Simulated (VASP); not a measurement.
# BeS (P6_3/mmc) in VASP: a series of runs

Runs on BeS. Level: PBE. Tasks: single point.

Everything below comes from runs of VASP 6.6.1. Logs are shortened: lines on timing, memory, paths and dates and some standing lists are left out, and cuts for length are marked.

### 1 The cell of the first run

Symmetry: P6_3/mmc, No. 194, hexagonal system. The conventional cell has a = 3.186 Å, b = 3.186 Å, c = 5.074 Å, α = 90.00°, β = 90.00°, γ = 120.00°. Be (site symmetry -3m) has 6 S at 2.23 Å and 2 Be at 2.54 Å within 3.0 Å. S (site symmetry -6m2) has 6 Be at 2.23 Å within 3.0 Å.

### 2 Single point, PBE (volume changed by -10%)

File INCAR:

```
  PREC = Accurate
  ENCUT = 520
  EDIFF = 1E-7
  ISMEAR = 0
  SIGMA = 0.01
  LREAL = F
  LASPH = T
  NELM = 100
  ALGO = Normal
  ISIF = 2
  LWAVE = F
  LCHARG = T
  GGA = PE
  LELF = T
  LVHAR = T
  NBANDS = 16
```

File KPOINTS:

```
Automatic mesh
0
Gamma
  6 6 2
```

File POSCAR:

```
BeS
1.0
    3.1863427832      0.0000000000      0.0000000000
   -1.5931713916      2.7594537954      0.0000000000
    0.0000000000      0.0000000000      5.0738611626
Be S
2 2
Direct
    0.0000000000      0.0000000000      0.0000000000
    0.0000000000      0.0000000000      0.5000000000
    0.3333333333      0.6666666667      0.2500000000
    0.6666666667      0.3333333333      0.7500000000
```

Potentials or basis: VASP PAW PBE potentials, release 64 (Be, S).

Started as:

```console
$ cat potpaw_PBE.64/Be/POTCAR potpaw_PBE.64/S/POTCAR > POTCAR
$ mpirun -np 1 vasp_std > vasp.out
```

OUTCAR:

```text
PREC = Accurate
   ENCUT = 520
   EDIFF = 1E-7
   ISMEAR = 0
   LREAL = F
   LASPH = T
   NELM = 100
   ISIF = 2
   GGA = PE

 ion  position               nearest neighbor table
   1  0.000  0.000  0.000-   3 2.23   4 2.23   3 2.23   4 2.23   4 2.23   3 2.23
   2  0.000  0.000  0.500-   3 2.23   4 2.23   3 2.23   4 2.23   4 2.23   3 2.23
   3  0.333  0.667  0.250-   1 2.23   2 2.23   1 2.23   2 2.23   1 2.23   2 2.23
   4  0.667  0.333  0.750-   1 2.23   2 2.23   1 2.23   2 2.23   1 2.23   2 2.23

  LATTYP: Found a hexagonal cell.
 ALAT       =     3.1863427832
 C/A-ratio  =     1.5923776906

  Lattice vectors:

 A1 = (   3.1863427832,   0.0000000000,   0.0000000000)
 A2 = (  -1.5931713916,   2.7594537954,   0.0000000000)
 A3 = (   0.0000000000,   0.0000000000,   5.0738611626)

Analysis of symmetry for initial positions (statically):
=====================================================================
 Subroutine PRICEL returns:
 Original cell was already a primitive cell.

 Routine SETGRP: Setting up the symmetry group for a
 hexagonal supercell.

 Subroutine GETGRP returns: Found 24 space group operations
 (whereof 12 operations were pure point group operations)
 out of a pool of 24 trial point group operations.

The static configuration has the point symmetry D_3d.
 The point group associated with its full space group is D_6h.

Analysis of symmetry for dynamics (positions and initial velocities):
=====================================================================
 Subroutine PRICEL returns:
 Original cell was already a primitive cell.

 Routine SETGRP: Setting up the symmetry group for a
 hexagonal supercell.

 Subroutine GETGRP returns: Found 24 space group operations
 (whereof 12 operations were pure point group operations)
 out of a pool of 24 trial point group operations.

The dynamic configuration has the point symmetry D_3d.
 The point group associated with its full space group is D_6h.

 Subroutine INISYM returns: Found 24 space group operations
 (whereof 12 operations are pure point group operations),
 and found     1 'primitive' translations

----------------------------------------------------------------------------------------

                                     Primitive cell

  volume of cell :      44.6123

  direct lattice vectors                    reciprocal lattice vectors
     3.186342783  0.000000000  0.000000000     0.313839429  0.181195279  0.000000000
    -1.593171392  2.759453795  0.000000000     0.000000000  0.362390558  0.000000000
     0.000000000  0.000000000  5.073861163     0.000000000  0.000000000  0.197088562

  length of vectors
     3.186342783  3.186342783  5.073861163     0.362390558  0.362390558  0.197088562

  position of ions in fractional coordinates (direct lattice)
     0.000000000  0.000000000  0.000000000
     0.000000000  0.000000000  0.500000000
     0.333333333  0.666666667  0.250000000
     0.666666667  0.333333333  0.750000000

  ion indices of the primitive-cell ions
   primitive index   ion index
                 1           1
                 2           2
                 3           3
                 4           4

----------------------------------------------------------------------------------------

 KPOINTS: Automatic mesh

Automatic generation of k-mesh.
 Grid dimensions read from file:
 generate k-points for:    6    6    2

 Generating k-lattice:

  Cartesian coordinates                     Fractional coordinates (reciprocal lattice)
     0.052306572  0.030199213  0.000000000     0.166666667 -0.000000000  0.000000000
     0.000000000  0.060398426  0.000000000     0.000000000  0.166666667  0.000000000
     0.000000000  0.000000000  0.098544281     0.000000000  0.000000000  0.500000000

  Length of vectors
     0.060398426  0.060398426  0.098544281

  Shift w.r.t. Gamma in fractional coordinates (k-lattice)
     0.000000000  0.000000000  0.000000000

 Subroutine IBZKPT returns following result:
 ===========================================

 Found     14 irreducible k-points:

 Following reciprocal coordinates:
            Coordinates               Weight
  0.000000  0.000000  0.000000      1.000000
  0.166667  0.000000  0.000000      6.000000
  0.333333  0.000000  0.000000      6.000000
  0.500000  0.000000  0.000000      3.000000
  0.166667  0.166667  0.000000      6.000000
  0.333333  0.166667  0.000000     12.000000
  0.333333  0.333333  0.000000      2.000000
  0.000000  0.000000  0.500000      1.000000
  0.166667  0.000000  0.500000      6.000000
  0.333333  0.000000  0.500000      6.000000
  0.500000  0.000000  0.500000      3.000000
  0.166667  0.166667  0.500000      6.000000
  0.333333  0.166667  0.500000     12.000000
  0.333333  0.333333  0.500000      2.000000
   k-points           NKPTS =     14   k-points in BZ     NKDIM =     14   number of bands    NBANDS=     16
   number of dos      NEDOS =    301   number of ions     NIONS =      4
   total plane-waves  NPLWV =  23040
   dimension x,y,z NGX =    24 NGY =   24 NGZ =   40
   dimension x,y,z NGXF=    48 NGYF=   48 NGZF=   80
   ions per type =               2   2
   NGX,Y,Z   is equivalent  to a cutoff of  12.52, 12.52, 13.11 a.u.
   NGXF,Y,Z  is equivalent  to a cutoff of  25.04, 25.04, 26.21 a.u.
 SYSTEM =  unknown system
   PREC   = accura    normal or accurate (medium, high low for compatibility)
   ISTART =      0    job   : 0-new  1-cont  2-samecut
   ICHARG =      2    charge: 1-file 2-atom 10-const
   ISPIN  =      1    spin polarized calculation?
   LNONCOLLINEAR =      F non collinear calculations
   LSORBIT =      F    spin-orbit coupling
   LASPH  =      T    aspherical Exc in radial PAW
   ENCUT  =  520.0 eV  38.22 Ry    6.18 a.u.   5.92  5.92  9.43*2*pi/ulx,y,z
   NELM   =    100;   NELMIN=  2; NELMDL= -5     # of ELM steps
   EDIFF  = 0.1E-06   stopping-criterion for ELM
   LREAL  =      F    real-space projection
   EDIFFG = 0.1E-05   stopping-criterion for IOM
   NSW    =      0    number of steps for IOM
   IBRION =     -1    ionic relax: 0-MD 1-quasi-New 2-CG
   NFREE  =      0    steps in history (QN), initial steepest desc. (CG)
   ISIF   =      2    stress and relaxation
   ISYM   =      2    0-nonsym 1-usesym 2-fastsym
   POTIM  = 0.5000    time-step for ionic-motion
   TEBEG  =    0.0;   TEEND  =   0.0 temperature during run
   PSTRESS=    0.0 pullay stress
   NELECT =      16.0000    total number of electrons
   NUPDOWN=      -1.0000    fix difference up-down
   EMIN   =  10.00;   EMAX   =-10.00  energy-range for DOS
   EFERMI =   0.00;   METHOD = LEGACY
   ISMEAR =     0;   SIGMA  =   0.01  broadening in eV -4-tet -1-fermi 0-gaus
   EFERMI_NEDOS =   21; number of points for ismear=-14 and -15
   IALGO  =     38    algorithm
   IMIX   =      4    mixing-type and parameters
     AMIX     =   0.40;   BMIX     =  1.00
     AMIX_MAG =   1.60;   BMIX_MAG =  1.00
  volume/ion in A,a.u.               =      11.15        75.26
  Fermi-wavevector in a.u.,A,eV,Ry     =   1.163135  2.198006 18.407088  1.352883
  Thomas-Fermi vector in A             =   2.299688
   LORBIT       =      0    0 simple, 1 ext, 2 COOP (PROOUT), +10 PAW based schemes
   GGA     = PE    functional components
   LHFCALC =     F    Hartree Fock is set to
   AEXX    =    0.0000 exact exchange contribution
   IVDW    =     0    specifies the selected vdW correction
   LEPSILON=     F    determine dielectric tensor
   LRPA    =     F    only Hartree local field effects (RPA)
 non-spin polarized calculation
 Gauss-broadening in eV      SIGMA  =   0.01
  energy-cutoff  :      520.00
  volume of cell :       44.61
 maximum number of plane-waves:      1224
 NGX is ok and might be reduce to    24
   NGX = 11   NGY = 11   NGZ = 19

 number of electron      16.0000002 magnetization

 Free energy of the ion-electron system (eV)
  ---------------------------------------------------
  ext. energy  EPLUGINS =         0.00000000
  ---------------------------------------------------
  free energy    TOTEN  =       -17.74940573 eV

  energy without entropy =      -17.74940573  energy(sigma->0) =      -17.74940573

 E-fermi :   8.1531     XC(G=0): -11.0522

 val. band max:        8.1031457372   @ k =   0.0000   0.0000   0.0000
 cond. band min:       9.4662335900   @ k =   0.3333   0.3333   0.0000
 fundamental gap:      1.3630878528
 Fermi energy:         8.1530963228

 k-point     1 :       0.0000    0.0000    0.0000
  band No.  band energies     occupation
      1      -8.1030      2.00000
      2      -5.3536      2.00000
      3       0.0429      2.00000
      4       7.1632      2.00000
      5       7.1632      2.00000
      6       7.2235      2.00000
[... 8 lines left out ...]
     15      16.5458      0.00000
     16      17.4659      0.00000

 k-point     2 :       0.1667    0.0000    0.0000
  band No.  band energies     occupation
      1      -7.7041      2.00000
      2      -5.0260      2.00000
      3       0.4144      2.00000
      4       4.3282      2.00000
      5       5.7315      2.00000
      6       6.0809      2.00000
[... 8 lines left out ...]
     15      16.3959      0.00000
     16      17.4932      0.00000

 k-point     3 :       0.3333    0.0000    0.0000
  band No.  band energies     occupation
      1      -6.5987      2.00000
      2      -4.3530      2.00000
      3       1.4314      2.00000
      4       1.4631      2.00000
      5       3.2982      2.00000
      6       4.5804      2.00000
[... 8 lines left out ...]
     15      17.8665      0.00000
     16      19.1090      0.00000
[... 172 lines left out ...]
 k-point    13 :       0.3333    0.1667    0.5000
  band No.  band energies     occupation
      1      -4.9661      2.00000
      2      -4.9661      2.00000
      3       0.7693      2.00000
      4       0.7693      2.00000
      5       3.2581      2.00000
      6       3.2581      2.00000
[... 8 lines left out ...]
     15      18.6439      0.00000
     16      18.6439      0.00000

 k-point    14 :       0.3333    0.3333    0.5000
  band No.  band energies     occupation
      1      -4.5262      2.00000
      2      -4.5262      2.00000
      3       1.2232      2.00000
      4       1.2232      2.00000
      5       1.3493      2.00000
      6       1.3493      2.00000
[... 8 lines left out ...]
     15      18.6118      0.00000
     16      18.6118      0.00000

------------------------ aborting loop because EDIFF is reached ----------------------------------------

  FORCE on cell =-STRESS in cart. coord.  units (eV):
  Direction    XX          YY          ZZ          XY          YZ          ZX
  --------------------------------------------------------------------------------------
  -------------------------------------------------------------------------------------
  Total        3.9176873      3.9176873      3.9040108      0.0000000      0.0000000      0.0000000
  in kB      140.6974260    140.6974260    140.2062553      0.0000000      0.0000000      0.0000000
  external PRESSURE =     140.5337024 kB  Pullay stress =       0.0000000 kB

 VOLUME and BASIS-vectors are now :
 -----------------------------------------------------------------------------
  energy-cutoff  :      520.00
  volume of cell :       44.61
      direct lattice vectors                 reciprocal lattice vectors
     3.186342783  0.000000000  0.000000000     0.313839429  0.181195279  0.000000000
    -1.593171392  2.759453795  0.000000000     0.000000000  0.362390558  0.000000000
     0.000000000  0.000000000  5.073861163     0.000000000  0.000000000  0.197088562

 POSITION                                       TOTAL-FORCE (eV/Angst)
 -----------------------------------------------------------------------------------
      0.00000      0.00000      0.00000         0.000000      0.000000      0.000000
      0.00000      0.00000      2.53693         0.000000      0.000000      0.000000
     -0.00000      1.83964      1.26847        -0.000000     -0.000000      0.000000
      1.59317      0.91982      3.80540         0.000000      0.000000     -0.000000
 -----------------------------------------------------------------------------------
    total drift:                               -0.000000      0.000000     -0.000000

  FREE ENERGIE OF THE ION-ELECTRON SYSTEM (eV)
  ---------------------------------------------------
  free  energy   TOTEN  =       -17.7494057346 eV

  energy  without entropy=      -17.7494057346  energy(sigma->0) =      -17.74940573
```

Wall time 9.3 s (1 thread of Intel Xeon 6975P-C, shared host); peak memory 0.15 GiB.

What came out:

```yaml
Free_energy: -17.7494 eV
Pressure: 14.1 GPa
Band_gap_on_the_k_mesh: 1.36 eV, indirect (least direct gap 3.52 eV)
```

Caveat: the k points lie up to 0.62 Å⁻¹ apart; the cell differs from its parent crystal (volume changed by -10%). A k mesh can miss the band edges.

### 3 Single point, PBE (volume changed by -5%)

File INCAR:

```
SYSTEM = BeS
PREC = Accurate
ENCUT = 520
EDIFF = 1E-6
ISMEAR = 0
SIGMA = 0.01
LREAL = .False.
LASPH = .True.
NELM = 80
ALGO = Normal
ISIF = 2
LWAVE = .False.
LCHARG = .False.
GGA = PE
NBANDS = 16
```

File KPOINTS:

```
regular mesh
0
Gamma
  6 6 2
  0 0 0
```

File POSCAR:

```
BeS
1.0
    3.2442889462      0.0000000000      0.0000000000
   -1.6221444731      2.8096366446      0.0000000000
    0.0000000000      0.0000000000      5.1661333398
Be S
2 2
Direct
    0.0000000000      0.0000000000      0.0000000000
    0.0000000000      0.0000000000      0.5000000000
    0.3333333333      0.6666666667      0.2500000000
    0.6666666667      0.3333333333      0.7500000000
```

Potentials or basis: VASP PAW PBE potentials, release 64 (Be, S).

Started as:

```console
$ cat potpaw_PBE.64/Be/POTCAR potpaw_PBE.64/S/POTCAR > POTCAR
$ mpirun -np 1 vasp_std > vasp.out
```

It used 6 s of CPU time on 1 thread of Intel Xeon 6975P-C, with other jobs on the host.

Results (log left out):

```
Free energy            : -17.9042 eV
Pressure               : 6.2 GPa
Band gap on the k mesh : 1.42 eV, indirect (least direct gap 3.55 eV)
```

Stress tensor (GPa, compression positive):
```
6.20 0.00 0.00
0.00 6.20 0.00
0.00 0.00 6.11
```

Levels at points of the mesh, in eV from the valence-band top:
```tsv
k point	band 5	band 6	band 7	band 8	band 9	band 10	band 11	band 12
(0.00, 0.00, 0.00)	-0.86	-0.81	-0.81	0.00	3.55	5.32	5.79	5.79
(0.50, 0.00, 0.00)	-5.26	-3.67	-2.87	-0.67	2.98	3.80	3.88	4.06
(0.00, 0.00, 0.50)	-0.74	-0.74	-0.74	-0.74	4.51	4.51	5.13	5.13
(0.50, 0.00, 0.50)	-2.59	-2.59	-2.39	-2.39	3.17	3.17	4.35	4.35
```

Caveat: the k points lie up to 0.61 Å⁻¹ apart; the cell differs from its parent crystal (volume changed by -5%). A k mesh can miss the band edges.

### 4 Single point, PBE

This run uses another cell than the first one, of 12.39 Å³/atom, 1.111 times its volume.

File INCAR:

```
SYSTEM = BeS
ALGO = Normal
EDIFF = 1E-7
ENCUT = 520
GGA = PE
ISIF = 2
ISMEAR = 0
LASPH = .True.
LCHARG = .False.
LREAL = .False.
LWAVE = .False.
NBANDS = 16
NELM = 100
PREC = Accurate
SIGMA = 0.01
```

File KPOINTS:

```
k-points
0
Gamma
  6 6 2
  0 0 0
```

File POSCAR:

```
BeS
1.0
    3.3002359570      0.0000000000      0.0000000000
   -1.6501179785      2.8580881773      0.0000000000
    0.0000000000      0.0000000000      5.2552221117
Be S
2 2
Direct
    0.0000000000      0.0000000000      0.0000000000
    0.0000000000      0.0000000000      0.5000000000
    0.3333333333      0.6666666667      0.2500000000
    0.6666666667      0.3333333333      0.7500000000
```

Started as:

```console
$ cat potpaw_PBE.64/Be/POTCAR potpaw_PBE.64/S/POTCAR > POTCAR
$ mpirun -np 1 vasp_std > vasp.out
```

Wall time 13 s (1 thread of Intel Xeon 6975P-C, shared host); peak memory 0.17 GiB.

Results (log left out):

```
Free energy            : -17.9508 eV
Pressure               : 0.0 GPa
Band gap on the k mesh : 1.46 eV, indirect (least direct gap 3.46 eV)
```

Stress tensor (GPa, compression positive):
```
 0.04  0.00  0.00
 0.00  0.04  0.00
 0.00  0.00 -0.09
```

Levels at points of the mesh, in eV from the valence-band top:
```tsv
k point	band 6	band 7	band 8	band 9	band 10	band 11
(0.00, 0.00, 0.00)	-0.75	-0.75	0.00	3.46	4.79	5.77
(0.50, 0.00, 0.00)	-3.43	-2.68	-0.62	3.13	3.83	3.91
(0.00, 0.00, 0.50)	-0.68	-0.68	-0.68	4.33	4.33	5.20
(0.50, 0.00, 0.50)	-2.41	-2.25	-2.25	3.13	3.13	4.46
```

Caveat: the k points lie up to 0.60 Å⁻¹ apart. Expect the measured gap to be larger: semilocal functionals such as PBE lack the derivative discontinuity.

### 5 The runs side by side

| cell | gap on the mesh (eV) | pressure (GPa) |
| --- | --- | --- |
| a = 3.186, b = 3.186, c = 5.074 Å, angles 90.0, 90.0, 120.0°, 4 atoms | 1.36 | 14.1 |
| a = 3.244, b = 3.244, c = 5.166 Å, angles 90.0, 90.0, 120.0°, 4 atoms | 1.42 | 6.2 |
| a = 3.300, b = 3.300, c = 5.255 Å, angles 90.0, 90.0, 120.0°, 4 atoms | 1.46 | 0.0 |

Alike in all rows: task single point; level PBE; potentials or basis VASP PAW PBE potentials, release 64 (Be, S); no spin polarisation; k mesh 6 × 6 × 2; cutoff (eV) 520; smearing gaussian 0.01 eV.

Caveats: all runs use coarse meshes.

Total energies depend on the potentials used, so only differences within one code and one set of settings carry meaning.
